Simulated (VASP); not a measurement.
# SiF (R-3m) in VASP: further runs

SiF is run at these levels: PBE; tasks: single point.

Everything below comes from runs of VASP 6.6.1. Logs are shortened: lines on timing, memory, paths and dates and some standing lists are left out, and cuts for length are marked.

## Step 1: The cell of the first run

Symmetry: R-3m, No. 166, trigonal system. The conventional cell has a = 2.641 Å, b = 2.641 Å, c = 11.537 Å, α = 90.00°, β = 90.00°, γ = 120.00°. Within 3.2 Å of Si (site symmetry -3m) lie 6 F at 2.45 Å and 6 Si at 2.64 Å. F (site symmetry -3m) has 6 Si at 2.45 Å and 6 F at 2.64 Å within 3.2 Å.

## Step 2: Single point, PBE

INCAR reads:

```
SYSTEM = SiF
  PREC = Accurate
  ENCUT = 520
  EDIFF = 1E-6
  ISMEAR = -1
  SIGMA = 0.05
  LREAL = .FALSE.
  LASPH = .TRUE.
  NELM = 80
  ALGO = Normal
  ISIF = 2
  LWAVE = .FALSE.
  LCHARG = .FALSE.
  GGA = PE
  NBANDS = 12
```

KPOINTS reads:

```
regular mesh
0
G
  12 12 12
  0 0 0
```

POSCAR reads:

```
SiF
1.0
    1.3205085931      0.7623949358      3.8456236766
   -1.3205085931      0.7623949358      3.8456236766
    0.0000000000     -1.5247898716      3.8456236766
Si F
1 1
Direct
    0.5000000000      0.5000000000      0.5000000000
    0.0000000000      0.0000000000      0.0000000000
```

Potentials or basis: VASP PAW PBE potentials, release 64 (Si, F).

Run with:

```console
cat potpaw_PBE.64/Si/POTCAR potpaw_PBE.64/F/POTCAR > POTCAR
mpirun -np 1 vasp_std > vasp.out
```

OUTCAR:

```text
SYSTEM = SiF
   PREC = Accurate
   ENCUT = 520
   EDIFF = 1E-6
   ISMEAR = -1
   LREAL = .FALSE.
   LASPH = .TRUE.
   NELM = 80
   ISIF = 2
   GGA = PE

 ion  position               nearest neighbor table
   1  0.500  0.500  0.500-   2 2.45   2 2.45   2 2.45   2 2.45   2 2.45   2 2.45
   2  0.000  0.000  0.000-   1 2.45   1 2.45   1 2.45   1 2.45   1 2.45   1 2.45

  LATTYP: Found a trigonal (rhomboedric) cell.
 ALAT       =     4.1368841469
 COS(alpha) =     0.7962180369

  Lattice vectors:

 A1 = (   1.3205085931,   0.7623949358,   3.8456236766)
 A2 = (  -1.3205085931,   0.7623949358,   3.8456236766)
 A3 = (   0.0000000000,  -1.5247898716,   3.8456236766)

Analysis of symmetry for initial positions (statically):
=====================================================================
 Subroutine PRICEL returns:
 Original cell was already a primitive cell.

 Routine SETGRP: Setting up the symmetry group for a
 trigonal (rhombohedral) supercell.

 Subroutine GETGRP returns: Found 12 space group operations
 (whereof 12 operations were pure point group operations)
 out of a pool of 12 trial point group operations.

The static configuration has the point symmetry D_3d.

Analysis of symmetry for dynamics (positions and initial velocities):
=====================================================================
 Subroutine PRICEL returns:
 Original cell was already a primitive cell.

 Routine SETGRP: Setting up the symmetry group for a
 trigonal (rhombohedral) supercell.

 Subroutine GETGRP returns: Found 12 space group operations
 (whereof 12 operations were pure point group operations)
 out of a pool of 12 trial point group operations.

The dynamic configuration has the point symmetry D_3d.

 Subroutine INISYM returns: Found 12 space group operations
 (whereof 12 operations are pure point group operations),
 and found     1 'primitive' translations

----------------------------------------------------------------------------------------

                                     Primitive cell

  volume of cell :      23.2295

  direct lattice vectors                    reciprocal lattice vectors
     1.320508593  0.762394936  3.845623677     0.378641989  0.218609357  0.086678615
    -1.320508593  0.762394936  3.845623677    -0.378641989  0.218609357  0.086678615
     0.000000000 -1.524789872  3.845623677     0.000000000 -0.437218714  0.086678615

  length of vectors
     4.136884147  4.136884147  4.136883563     0.445727483  0.445727483  0.445727928

[... 83 lines left out ...]
   NSW    =      0    number of steps for IOM
   IBRION =     -1    ionic relax: 0-MD 1-quasi-New 2-CG
   NFREE  =      0    steps in history (QN), initial steepest desc. (CG)
   ISIF   =      2    stress and relaxation
   ISYM   =      2    0-nonsym 1-usesym 2-fastsym
   POTIM  = 0.5000    time-step for ionic-motion
   TEBEG  =    0.0;   TEEND  =   0.0 temperature during run
   PSTRESS=    0.0 pullay stress
   NELECT =      11.0000    total number of electrons
   NUPDOWN=      -1.0000    fix difference up-down
   EMIN   =  10.00;   EMAX   =-10.00  energy-range for DOS
   EFERMI =   0.00;   METHOD = LEGACY
   ISMEAR =    -1;   SIGMA  =   0.05  broadening in eV -4-tet -1-fermi 0-gaus
   EFERMI_NEDOS =   21; number of points for ismear=-14 and -15
   IALGO  =     38    algorithm
   IMIX   =      4    mixing-type and parameters
     AMIX     =   0.40;   BMIX     =  1.00
     AMIX_MAG =   1.60;   BMIX_MAG =  1.00
  volume/ion in A,a.u.               =      11.61        78.38
  Fermi-wavevector in a.u.,A,eV,Ry     =   1.276025  2.411338 22.153560  1.628241
  Thomas-Fermi vector in A             =   2.408705
   LORBIT       =      0    0 simple, 1 ext, 2 COOP (PROOUT), +10 PAW based schemes
   GGA     = PE    functional components
   LHFCALC =     F    Hartree Fock is set to
   AEXX    =    0.0000 exact exchange contribution
   IVDW    =     0    specifies the selected vdW correction
   LEPSILON=     F    determine dielectric tensor
   LRPA    =     F    only Hartree local field effects (RPA)
 non-spin polarized calculation
  energy-cutoff  :      520.00
  volume of cell :       23.23
 maximum number of plane-waves:       639
   NGX = 15   NGY = 15   NGZ = 15

 number of electron      10.9999998 magnetization

 Free energy of the ion-electron system (eV)
  ---------------------------------------------------
  ext. energy  EPLUGINS =         0.00000000
  ---------------------------------------------------
  free energy    TOTEN  =        -8.78022802 eV

  energy without entropy =       -8.77607120  energy(sigma->0) =       -8.77814961

 E-fermi :   7.2977     XC(G=0): -11.0022

 val. band max:        7.2835135562   @ k =  -0.1667   0.5000   0.0833
 cond. band min:       7.2996709180   @ k =  -0.1667   0.3333   0.0833
 fundamental gap:      0.0161573618
 Fermi energy:         7.2976936515

 k-point     1 :       0.0000    0.0000    0.0000
  band No.  band energies     occupation
      1     -17.1285      2.00000
      2      -3.7703      2.00000
      3      -0.4498      2.00000
      4       3.6205      2.00000
      5       3.6205      2.00000
      6      10.6340      0.00000
      7      14.9542      0.00000
      8      18.7893      0.00000
      9      18.7893      0.00000
     10      20.2054      0.00000
     11      20.2055      0.00000
     12      25.6773      0.00000
[... 331 lines left out ...]
 k-point    24 :      -0.4167    0.1667    0.0000
  band No.  band energies     occupation
      1     -16.2009      2.00000
      2      -0.6284      2.00000
      3       1.0243      2.00000
      4       2.0945      2.00000
      5       3.5654      2.00000
      6       5.3148      2.00000
      7       9.3212      0.00000
      8      10.9508      0.00000
      9      17.0402      0.00000
     10      19.6885      0.00000
     11      20.9068      0.00000
     12      24.2734      0.00000

 [... further k-points ...]
[... 5 lines left out ...]
  --------------------------------------------------------------------------------------
  -------------------------------------------------------------------------------------
  Total        0.4288968      0.4288956      0.8118124      0.0000000      0.0000000     -0.0000000
  in kB       29.5817643     29.5816823     55.9921280      0.0000000      0.0000000     -0.0000000
  external PRESSURE =      38.3851915 kB  Pullay stress =       0.0000000 kB

 VOLUME and BASIS-vectors are now :
 -----------------------------------------------------------------------------
  energy-cutoff  :      520.00
  volume of cell :       23.23
      direct lattice vectors                 reciprocal lattice vectors
     1.320508593  0.762394936  3.845623677     0.378641989  0.218609357  0.086678615
    -1.320508593  0.762394936  3.845623677    -0.378641989  0.218609357  0.086678615
     0.000000000 -1.524789872  3.845623677     0.000000000 -0.437218714  0.086678615

 POSITION                                       TOTAL-FORCE (eV/Angst)
 -----------------------------------------------------------------------------------
      0.00000      0.00000      5.76844         0.000000      0.000000      0.000000
      0.00000      0.00000      0.00000         0.000000     -0.000000     -0.000000
 -----------------------------------------------------------------------------------
    total drift:                               -0.000000     -0.000000     -0.000000

  FREE ENERGIE OF THE ION-ELECTRON SYSTEM (eV)
  ---------------------------------------------------
  free  energy   TOTEN  =        -8.7802280250 eV

  energy  without entropy=       -8.7760712029  energy(sigma->0) =       -8.77814961
```

OSZICAR:

```text
N       E                     dE             d eps       ncg     rms          rms(c)
DAV:   1     0.225201166146E+02    0.22520E+02   -0.50387E+03  4592   0.781E+02
DAV:   2    -0.860636965023E+01   -0.31126E+02   -0.29497E+02  5564   0.147E+02
DAV:   3    -0.939191181677E+01   -0.78554E+00   -0.78323E+00  5524   0.198E+01
DAV:   4    -0.939412793949E+01   -0.22161E-02   -0.22160E-02  5104   0.134E+00
DAV:   5    -0.939413850802E+01   -0.10569E-04   -0.10569E-04  5592   0.904E-02    0.530E+00
DAV:   6    -0.881613997442E+01    0.57800E+00   -0.36906E+00  5028   0.150E+01    0.227E+00
DAV:   7    -0.878832055977E+01    0.27819E-01   -0.16069E-01  4848   0.311E+00    0.110E+00
DAV:   8    -0.878018704783E+01    0.81335E-02   -0.25570E-02  5268   0.137E+00    0.142E-01
DAV:   9    -0.878016342509E+01    0.23623E-04   -0.15970E-03  5552   0.301E-01    0.657E-02
DAV:  10    -0.878022893433E+01   -0.65509E-04   -0.18290E-04  5048   0.102E-01    0.813E-03
DAV:  11    -0.878022792019E+01    0.10141E-05   -0.15711E-05  5400   0.290E-02    0.327E-03
DAV:  12    -0.878022802499E+01   -0.10480E-06   -0.10096E-06  4608   0.858E-03
   1 F= -.87802280E+01 E0= -.87781496E+01  d E =-.415682E-02
```

It took 25 s on 1 thread of Intel Xeon 6975P-C (Granite Rapids), shared host; peak memory 0.19 GiB.

Results:

| Item | Value |
| --- | --- |
| Free energy | -8.7802 eV |
| Pressure | 3.8 GPa |

Stress tensor (GPa, compression positive):
```
2.96 0.00 0.00
0.00 2.96 0.00
0.00 0.00 5.60
```

Caveat: an odd number of electrons without spin polarisation forces a metal; a magnetic or distorted state may lie lower.

## Step 3: Single point, PBE

This run uses another cell than the first one, of 11.86 Å³/atom, 1.021 times its volume.

INCAR reads:

```
PREC = Accurate ; ENCUT = 520
EDIFF = 1E-6 ; ISMEAR = -1
SIGMA = 0.05 ; LREAL = False
LASPH = True ; NELM = 100
ALGO = Normal ; ISIF = 2
LWAVE = False ; LCHARG = False
GGA = PE ; NBANDS = 12
```

KPOINTS reads:

```
Automatic mesh
0
Gamma
  12 12 12
```

POSCAR reads:

```
SiF
1.0
    1.3296158367      0.7676529981      3.8721460573
   -1.3296158367      0.7676529981      3.8721460573
    0.0000000000     -1.5353059962      3.8721460573
Si F
1 1
Direct
    0.5000000000      0.5000000000      0.5000000000
    0.0000000000      0.0000000000      0.0000000000
```

Potentials or basis: VASP PAW PBE potentials, release 64 (Si, F).

Run with:

```console
cat potpaw_PBE.64/Si/POTCAR potpaw_PBE.64/F/POTCAR > POTCAR
mpirun -np 1 vasp_std > vasp.out
```

Run time: 24 s. Hardware: 1 thread of Intel Xeon 6975P-C (Granite Rapids), shared host; peak memory 0.2 GiB.

The run converged. Its results:

| Quantity | Value |
| --- | --- |
| Free energy | -8.7897 eV |
| Pressure | 1.8 GPa |

Stress tensor (GPa, compression positive):
```
1.48 0.00 0.00
0.00 1.48 0.00
0.00 0.00 2.47
```

Levels at points of the mesh, in eV from the Fermi level:
```csv
k point,band 2,band 3,band 4,band 5,band 6,band 7,band 8,band 9
"(0.00, 0.00, 0.00)",-10.96,-7.54,-3.57,-3.57,3.29,7.65,11.24,11.24
"(0.50, 0.00, 0.00)",-8.20,-5.99,-4.68,-4.16,-2.07,2.89,6.16,8.41
"(0.50, 0.50, 0.00)",-7.76,-6.80,-5.02,-4.23,-1.64,5.31,6.48,6.73
"(0.50, 0.50, 0.50)",-12.66,-3.58,-3.58,-3.35,-0.86,10.86,10.86,12.13
```

Caveat: an odd number of electrons without spin polarisation forces a metal; a magnetic or distorted state may lie lower.

## Step 4: Single point, PBE

This run uses another cell than the first one, of 12.34 Å³/atom, 1.062 times its volume.

INCAR reads:

```
SYSTEM = SiF
PREC     = Accurate       ! precision mode
ENCUT    = 520            ! plane-wave cutoff, eV
EDIFF    = 1E-6           ! SCF threshold, eV
ISMEAR   = -1             ! smearing method
SIGMA    = 0.05           ! smearing width, eV
LREAL    = .False.        ! projectors in reciprocal space
LASPH    = .True.         ! aspherical terms in the spheres
NELM     = 80             ! most SCF steps
ALGO     = Normal         ! electronic algorithm
ISIF     = 2              ! what is computed and relaxed
LWAVE    = .False.        ! write WAVECAR
LCHARG   = .True.         ! write CHGCAR
GGA      = PE             ! functional
LELF     = .True.         ! ELF
LVHAR    = .True.       
NBANDS   = 12             ! bands
```

KPOINTS reads:

```
Automatic mesh
0
Gamma
  12 12 12
  0 0 0
```

POSCAR reads:

```
SiF
1.0
    1.3474651590      0.7779582949      3.9241273749
   -1.3474651590      0.7779582949      3.9241273749
    0.0000000000     -1.5559165897      3.9241273749
Si F
1 1
Direct
    0.5000000000      0.5000000000      0.5000000000
    0.0000000000      0.0000000000      0.0000000000
```

Run with:

```console
cat potpaw_PBE.64/Si/POTCAR potpaw_PBE.64/F/POTCAR > POTCAR
mpirun -np 1 vasp_std > vasp.out
```

Run time: 27 s. Hardware: 1 thread of Intel Xeon 6975P-C (Granite Rapids), shared host; peak memory 0.19 GiB.

It converged, with:

- Free energy: -8.7916 eV
- Pressure: -1.7 GPa

Stress tensor (GPa, compression positive):
```
-1.02  0.00  0.00
 0.00 -1.02  0.00
 0.00  0.00 -2.92
```

Levels at points of the mesh, in eV from the Fermi level:
| k point | band 3 | band 4 | band 5 | band 6 | band 7 | band 8 |
| --- | --- | --- | --- | --- | --- | --- |
| (0.00, 0.00, 0.00) | -7.16 | -3.36 | -3.36 | 3.20 | 7.64 | 10.78 |
| (0.50, 0.00, 0.00) | -5.66 | -4.49 | -3.91 | -2.10 | 2.87 | 5.95 |
| (0.50, 0.50, 0.00) | -6.44 | -5.01 | -3.98 | -1.55 | 5.14 | 6.48 |
| (0.50, 0.50, 0.50) | -3.37 | -3.37 | -3.21 | -0.82 | 10.43 | 10.43 |

Caveat: an odd number of electrons without spin polarisation forces a metal; a magnetic or distorted state may lie lower.

## Step 5: Single point, PBE

This run uses another cell than the first one, of 12.58 Å³/atom, 1.083 times its volume.

INCAR reads:

```
SYSTEM = SiF
ALGO = Normal
EDIFF = 1E-6
ENCUT = 520
GGA = PE
ISIF = 2
ISMEAR = -1
LASPH = .TRUE.
LCHARG = .FALSE.
LREAL = .FALSE.
LWAVE = .FALSE.
NBANDS = 12
NELM = 80
PREC = Accurate
SIGMA = 0.05
```

KPOINTS reads:

```
k-points
0
G
  12 12 12
  0 0 0
```

POSCAR reads:

```
SiF
1.0
    1.3562151780      0.7830101136      3.9496094355
   -1.3562151780      0.7830101136      3.9496094355
    0.0000000000     -1.5660202273      3.9496094355
Si F
1 1
Direct
    0.5000000000      0.5000000000      0.5000000000
    0.0000000000      0.0000000000      0.0000000000
```

Run with:

```console
cat potpaw_PBE.64/Si/POTCAR potpaw_PBE.64/F/POTCAR > POTCAR
mpirun -np 1 vasp_std > vasp.out
```

It took 26 s on 1 thread of Intel Xeon 6975P-C (Granite Rapids), shared host; peak memory 0.19 GiB.

It converged, with:

- Free energy: -8.7851 eV
- Pressure: -3.2 GPa

Stress tensor (GPa, compression positive):
```
-2.16  0.00  0.00
 0.00 -2.16  0.00
 0.00  0.00 -5.20
```

Levels at points of the mesh, in eV from the Fermi level:
```
           k point  band 2  band 3  band 4  band 5  band 6  band 7  band 8  band 9
(0.00, 0.00, 0.00)  -10.65   -6.98   -3.26   -3.26    3.15    7.63   10.55   10.55
(0.50, 0.00, 0.00)   -7.71   -5.51   -4.40   -3.80   -2.11    2.86    5.85    8.29
(0.50, 0.50, 0.00)   -7.20   -6.26   -5.01   -3.87   -1.51    5.05    6.36    6.55
(0.50, 0.50, 0.50)  -12.11   -3.27   -3.27   -3.15   -0.80   10.22   10.22   11.93
```

Caveat: an odd number of electrons without spin polarisation forces a metal; a magnetic or distorted state may lie lower.

## Step 6: The runs side by side

| cell | gap on the mesh (eV) | pressure (GPa) |
| --- | --- | --- |
| a = 4.137 Å, angles 37.2°, 2 atoms | none | 3.8 |
| a = 4.165 Å, angles 37.2°, 2 atoms | none | 1.8 |
| a = 4.221 Å, angles 37.2°, 2 atoms | none | -1.7 |
| a = 4.249 Å, angles 37.2°, 2 atoms | none | -3.2 |

Alike in all rows: task single point; level PBE; potentials or basis VASP PAW PBE potentials, release 64 (Si, F); no spin polarisation; k mesh 12 × 12 × 12; cutoff (eV) 520; smearing fermi-dirac 0.05 eV.

Caveats: an odd number of electrons without spin polarisation forces a metal; a magnetic or distorted state may lie lower.

Total energies depend on the potentials used, so only differences within one code and one set of settings carry meaning.
